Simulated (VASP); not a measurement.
Here is a VASP 6.6.1 calculation.

Contents of INCAR:

```
SYSTEM = TiN
  PREC = Accurate
  ENCUT = 600
  EDIFF = 1E-6
  ISMEAR = -1
  SIGMA = 0.1
  LREAL = .FALSE.
  LASPH = .TRUE.
  NELM = 120
  ALGO = Normal
  ISIF = 2
  LWAVE = .FALSE.
  LCHARG = .FALSE.
  GGA = PE
  NBANDS = 16
  GGA_COMPAT = .FALSE.
```

The input KPOINTS:

```
Automatic mesh
0
G
  15 15 15
  0 0 0
```

The input POSCAR:

```
TiN
1.0
    0.0000000000      1.8302598574      1.8302598574
    1.8302598574      0.0000000000      1.8302598574
    1.8302598574      1.8302598574      0.0000000000
Ti N
1 1
Direct
    0.0000000000      0.0000000000      0.0000000000
    0.5000000000      0.5000000000      0.5000000000
```

Potentials or basis: VASP PAW PBE potentials, release 64 (Ti_sv, N).

The run is started by

```console
$ cat potpaw_PBE.64/Ti_sv/POTCAR potpaw_PBE.64/N/POTCAR > POTCAR
$ mpirun -np 1 vasp_std > vasp.out
```

(1) Predict the pressure.

(2) Predict the band gap on the k mesh.

## Answers

(1) 311.8 GPa.

(2) zero (an odd number of electrons rules out a gap without spin polarisation).

Caveat: the cell stands under pressure.
